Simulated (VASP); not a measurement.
# Ga4Sb3As (P-43m) in VASP: relaxation of cell and atoms with PBE

Aim: the relaxation of cell and atoms of Ga4Sb3As with PBE.

Program: VASP 6.6.1. These are calculated values, not measurements. Logs are shortened: lines on timing, memory, paths and dates and some standing lists are left out, and cuts for length are marked.

**1. The cell of the first run**

Symmetry: P-43m, No. 215, cubic system. The conventional cell has a = 6.099 Å, b = 6.099 Å, c = 6.099 Å, α = 90.00°, β = 90.00°, γ = 90.00°. Within 3.4 Å of Ga (site symmetry 3m) lie 1 As at 2.55 Å and 3 Sb at 2.67 Å. Within 3.5 Å of Sb (site symmetry -42m) lie 4 Ga at 2.67 Å. As (site symmetry -43m) has 4 Ga at 2.55 Å within 3.4 Å.

**2. Relaxation of cell and atoms, PBE**

Contents of INCAR:

```
ALGO     = Normal         # electronic algorithm
EDIFF    = 1E-7           # SCF threshold, eV
EDIFFG   = -0.01          # ionic threshold
ENCUT    = 600            # plane-wave cutoff, eV
GGA      = PE             # functional
IBRION   = 2              # ionic algorithm
ISIF     = 3              # what is computed and relaxed
ISMEAR   = 0              # smearing method
LASPH    = True           # aspherical terms in the spheres
LCHARG   = False          # write CHGCAR
LREAL    = False          # projectors in reciprocal space
LWAVE    = False          # write WAVECAR
NELM     = 60             # most SCF steps
NSW      = 100            # ionic steps
PREC     = Accurate       # precision mode
SIGMA    = 0.1            # smearing width, eV
```

Contents of KPOINTS:

```
k-points
0
Gamma
  6 6 6
```

Contents of POSCAR:

```
Ga4Sb3As
1.0
    6.0994020946      0.0000000000      0.0000000000
    0.0000000000      6.0994020946      0.0000000000
    0.0000000000      0.0000000000      6.0994020946
Ga Sb As
4 3 1
Direct
    0.7587978435      0.7587978435      0.7587978435
    0.7587978435      0.2412021565      0.2412021565
    0.2412021565      0.7587978435      0.2412021565
    0.2412021565      0.2412021565      0.7587978435
    0.5000000000      0.5000000000      0.0000000000
    0.5000000000      0.0000000000      0.5000000000
    0.0000000000      0.5000000000      0.5000000000
    0.0000000000      0.0000000000      0.0000000000
```

Potentials or basis: VASP PAW PBE potentials, release 64 (Ga_d, Sb, As).

Run with:

```bash
$ cat potpaw_PBE.64/Ga_d/POTCAR potpaw_PBE.64/Sb/POTCAR potpaw_PBE.64/As/POTCAR > POTCAR
$ mpirun -np 1 vasp_std > vasp.out
```

OUTCAR:

```text
EDIFF = 1E-7
   EDIFFG = -0.01
   ENCUT = 600
   GGA = PE
   IBRION = 2
   ISIF = 3
   ISMEAR = 0
   LASPH = True
   LREAL = False
   NELM = 60
   NSW = 100
   PREC = Accurate

 ion  position               nearest neighbor table
   1  0.759  0.759  0.759-   8 2.55   6 2.67   7 2.67   5 2.67
   2  0.759  0.241  0.241-   8 2.55   6 2.67   7 2.67   5 2.67
   3  0.241  0.759  0.241-   8 2.55   6 2.67   7 2.67   5 2.67
   4  0.241  0.241  0.759-   8 2.55   6 2.67   7 2.67   5 2.67
   5  0.500  0.500  0.000-   1 2.67   2 2.67   3 2.67   4 2.67
   6  0.500  0.000  0.500-   1 2.67   2 2.67   3 2.67   4 2.67
   7  0.000  0.500  0.500-   1 2.67   2 2.67   3 2.67   4 2.67
   8  0.000  0.000  0.000-   1 2.55   2 2.55   3 2.55   4 2.55

  LATTYP: Found a simple cubic cell.
 ALAT       =     6.0994020946

  Lattice vectors:

 A1 = (   6.0994020946,   0.0000000000,   0.0000000000)
 A2 = (   0.0000000000,   6.0994020946,   0.0000000000)
 A3 = (   0.0000000000,   0.0000000000,   6.0994020946)

Analysis of symmetry for initial positions (statically):
=====================================================================
 Subroutine PRICEL returns:
 Original cell was already a primitive cell.

 Routine SETGRP: Setting up the symmetry group for a
 simple cubic supercell.

 Subroutine GETGRP returns: Found 24 space group operations
 (whereof 24 operations were pure point group operations)
 out of a pool of 48 trial point group operations.

The static configuration has the point symmetry T_d .

Analysis of symmetry for dynamics (positions and initial velocities):
=====================================================================
 Subroutine PRICEL returns:
 Original cell was already a primitive cell.

 Routine SETGRP: Setting up the symmetry group for a
 simple cubic supercell.

 Subroutine GETGRP returns: Found 24 space group operations
 (whereof 24 operations were pure point group operations)
 out of a pool of 48 trial point group operations.

The dynamic configuration has the point symmetry T_d .

 Subroutine INISYM returns: Found 24 space group operations
 (whereof 24 operations are pure point group operations),
 and found     1 'primitive' translations

----------------------------------------------------------------------------------------

                                     Primitive cell

  volume of cell :     226.9143

  direct lattice vectors                    reciprocal lattice vectors
     6.099402095  0.000000000  0.000000000     0.163950496  0.000000000  0.000000000
     0.000000000  6.099402095  0.000000000     0.000000000  0.163950496  0.000000000
     0.000000000  0.000000000  6.099402095     0.000000000  0.000000000  0.163950496

  length of vectors
     6.099402095  6.099402095  6.099402095     0.163950496  0.163950496  0.163950496

  position of ions in fractional coordinates (direct lattice)
     0.758797843  0.758797843  0.758797843
     0.758797843  0.241202157  0.241202157
     0.241202157  0.758797843  0.241202157
     0.241202157  0.241202157  0.758797843
     0.500000000  0.500000000  0.000000000
     0.500000000  0.000000000  0.500000000
     0.000000000  0.500000000  0.500000000
     0.000000000  0.000000000  0.000000000

  ion indices of the primitive-cell ions
   primitive index   ion index
                 1           1
                 2           2
                 3           3
                 4           4
                 5           5
                 6           6
                 7           7
                 8           8

[... 80 lines left out ...]
   EFERMI =   0.00;   METHOD = LEGACY
   ISMEAR =     0;   SIGMA  =   0.10  broadening in eV -4-tet -1-fermi 0-gaus
   EFERMI_NEDOS =   21; number of points for ismear=-14 and -15
   IALGO  =     38    algorithm
   IMIX   =      4    mixing-type and parameters
     AMIX     =   0.40;   BMIX     =  1.00
     AMIX_MAG =   1.60;   BMIX_MAG =  1.00
  volume/ion in A,a.u.               =      28.36       191.41
  Fermi-wavevector in a.u.,A,eV,Ry     =   1.116602  2.110072 16.963744  1.246800
  Thomas-Fermi vector in A             =   2.253217
   LORBIT       =      0    0 simple, 1 ext, 2 COOP (PROOUT), +10 PAW based schemes
   GGA     = PE    functional components
   LHFCALC =     F    Hartree Fock is set to
   AEXX    =    0.0000 exact exchange contribution
   IVDW    =     0    specifies the selected vdW correction
   LEPSILON=     F    determine dielectric tensor
   LRPA    =     F    only Hartree local field effects (RPA)
 conjugate gradient relaxation of ions
 non-spin polarized calculation
 Gauss-broadening in eV      SIGMA  =   0.10
  energy-cutoff  :      600.00
  volume of cell :      226.91
 maximum number of plane-waves:      7624
 NGX is ok and might be reduce to    50
   NGX = 25   NGY = 25   NGZ = 25

--------------------------------------- Ionic step        1  -------------------------------------------

 number of electron      71.9999972 magnetization

 Free energy of the ion-electron system (eV)
  ---------------------------------------------------
  ext. energy  EPLUGINS =         0.00000000
  ---------------------------------------------------
  free energy    TOTEN  =       -30.22596385 eV

  energy without entropy =      -30.22443180  energy(sigma->0) =      -30.22519783

------------------------ aborting loop because EDIFF is reached ----------------------------------------

  FORCE on cell =-STRESS in cart. coord.  units (eV):
  Direction    XX          YY          ZZ          XY          YZ          ZX
  --------------------------------------------------------------------------------------
  -------------------------------------------------------------------------------------
  Total        0.1417006      0.1417006      0.1417006      0.0000000     -0.0000000     -0.0000000
  in kB        1.0005079      1.0005079      1.0005079      0.0000000     -0.0000000     -0.0000000
  external PRESSURE =       1.0005079 kB  Pullay stress =       0.0000000 kB

 VOLUME and BASIS-vectors are now :
 -----------------------------------------------------------------------------
  energy-cutoff  :      600.00
  volume of cell :      226.91
      direct lattice vectors                 reciprocal lattice vectors
     6.099402095  0.000000000  0.000000000     0.163950496  0.000000000  0.000000000
     0.000000000  6.099402095  0.000000000     0.000000000  0.163950496  0.000000000
     0.000000000  0.000000000  6.099402095     0.000000000  0.000000000  0.163950496

 POSITION                                       TOTAL-FORCE (eV/Angst)
 -----------------------------------------------------------------------------------
      4.62821      4.62821      4.62821        -0.004062     -0.004062     -0.004062
      4.62821      1.47119      1.47119        -0.004062      0.004062      0.004062
      1.47119      4.62821      1.47119         0.004062     -0.004062      0.004062
      1.47119      1.47119      4.62821         0.004062      0.004062     -0.004062
      3.04970      3.04970      0.00000         0.000000     -0.000000     -0.000000
      3.04970      0.00000      3.04970         0.000000      0.000000     -0.000000
      0.00000      3.04970      3.04970         0.000000     -0.000000     -0.000000
      0.00000      0.00000      0.00000         0.000000     -0.000000     -0.000000
 -----------------------------------------------------------------------------------
    total drift:                                0.000000      0.000000      0.000000

  FREE ENERGIE OF THE ION-ELECTRON SYSTEM (eV)
  ---------------------------------------------------
  free  energy   TOTEN  =       -30.2259638548 eV

  energy  without entropy=      -30.2244317979  energy(sigma->0) =      -30.22519783

--------------------------------------- Ionic step        2  -------------------------------------------

 number of electron      71.9999968 magnetization

 Free energy of the ion-electron system (eV)
  ---------------------------------------------------
  ext. energy  EPLUGINS =         0.00000000
  ---------------------------------------------------
  free energy    TOTEN  =       -30.22610631 eV

  energy without entropy =      -30.22457093  energy(sigma->0) =      -30.22533862

 E-fermi :   4.2362     XC(G=0):  -8.9932

 val. band max:        4.2336415429   @ k =   0.0000   0.0000   0.0000
 cond. band min:       4.6799598913   @ k =   0.5000   0.5000   0.3333
 fundamental gap:      0.4463183484
 Fermi energy:         4.2362474859

 k-point     1 :       0.0000    0.0000    0.0000
  band No.  band energies     occupation
      1     -10.7623      2.00000
      2     -10.7428      2.00000
      3     -10.7428      2.00000
      4     -10.7008      2.00000
      5     -10.7008      2.00000
      6     -10.7008      2.00000
[... 909 lines left out ...]
     42       7.9565      0.00000
     43       8.1785      0.00000

------------------------ aborting loop because EDIFF is reached ----------------------------------------

  FORCE on cell =-STRESS in cart. coord.  units (eV):
  Direction    XX          YY          ZZ          XY          YZ          ZX
  --------------------------------------------------------------------------------------
  -------------------------------------------------------------------------------------
  Total       -0.0298087     -0.0298087     -0.0298087      0.0000000      0.0000000      0.0000000
  in kB       -0.2099318     -0.2099318     -0.2099318      0.0000000      0.0000000      0.0000000
  external PRESSURE =      -0.2099318 kB  Pullay stress =       0.0000000 kB

 VOLUME and BASIS-vectors are now :
 -----------------------------------------------------------------------------
  energy-cutoff  :      600.00
  volume of cell :      227.50
      direct lattice vectors                 reciprocal lattice vectors
     6.104614044  0.000000000 -0.000000000     0.163810520  0.000000000 -0.000000000
     0.000000000  6.104614044  0.000000000    -0.000000000  0.163810520  0.000000000
     0.000000000 -0.000000000  6.104614044     0.000000000 -0.000000000  0.163810520

 POSITION                                       TOTAL-FORCE (eV/Angst)
 -----------------------------------------------------------------------------------
      4.63197      4.63197      4.63197        -0.002990     -0.002990     -0.002990
      4.63197      1.47264      1.47264        -0.002990      0.002990      0.002990
      1.47264      4.63197      1.47264         0.002990     -0.002990      0.002990
      1.47264      1.47264      4.63197         0.002990      0.002990     -0.002990
      3.05231      3.05231      6.10461        -0.000000      0.000000      0.000000
      3.05231      0.00000      3.05231        -0.000000      0.000000      0.000000
      0.00000      3.05231      3.05231        -0.000000      0.000000      0.000000
      0.00000      6.10461      6.10461        -0.000000      0.000000      0.000000
 -----------------------------------------------------------------------------------
    total drift:                                0.000000      0.000000      0.000000

  FREE ENERGIE OF THE ION-ELECTRON SYSTEM (eV)
  ---------------------------------------------------
  free  energy   TOTEN  =       -30.2261063054 eV

  energy  without entropy=      -30.2245709266  energy(sigma->0) =      -30.22533862

 reached required accuracy - stopping structural energy minimisation
```

It took 3.8 min on 1 thread of AMD EPYC 9R45 (Zen 5), shared host; peak memory 0.47 GiB.

Results:

```yaml
Free_energy: -30.2261 eV
Relaxed_volume: 28.44 Å³/atom
Relaxed_cell: a = 6.105 Å, b = 6.105 Å, c = 6.105 Å, α = 90.00°, β = 90.00°, γ = 90.00°
Space_group_after_relaxing_to_0.05_Å: P-43m (No. 215)
Energy_gained_by_relaxing: 0.0 meV/atom
Ionic_steps: 2
Pressure_after_relaxing: 0.0 GPa
Largest_force_after_relaxing: 0.005 eV/Å
Band_gap_on_the_k_mesh: zero (band 36 reaches 4.23 eV, above the bottom of band 37 at 4.05 eV)
```

Forces on the atoms (eV/Å):
```
Ga  -0.003 -0.003 -0.003
Ga  -0.003  0.003  0.003
Ga   0.003 -0.003  0.003
Ga   0.003  0.003 -0.003
Sb   0.000  0.000  0.000
Sb   0.000  0.000  0.000
Sb   0.000  0.000  0.000
As   0.000  0.000  0.000
```

Step by step:
```csv
step,energy change (eV),largest force (eV/Å),pressure (GPa),volume (Å³)
1,0.0000,0.0070,0.10,226.91
2,-0.0001,0.0052,-0.02,227.50
```

Final structure:
```
Ga Sb As
1.0
     6.10461    0.00000    0.00000
     0.00000    6.10461    0.00000
     0.00000    0.00000    6.10461
Ga Sb As
4 3 1
Direct
  0.75877 0.75877 0.75877
  0.75877 0.24123 0.24123
  0.24123 0.75877 0.24123
  0.24123 0.24123 0.75877
  0.50000 0.50000 0.00000
  0.50000 0.00000 0.50000
  0.00000 0.50000 0.50000
  0.00000 0.00000 0.00000
```

Caveat: spin-orbit coupling is left out, which moves the levels of the heavy elements.
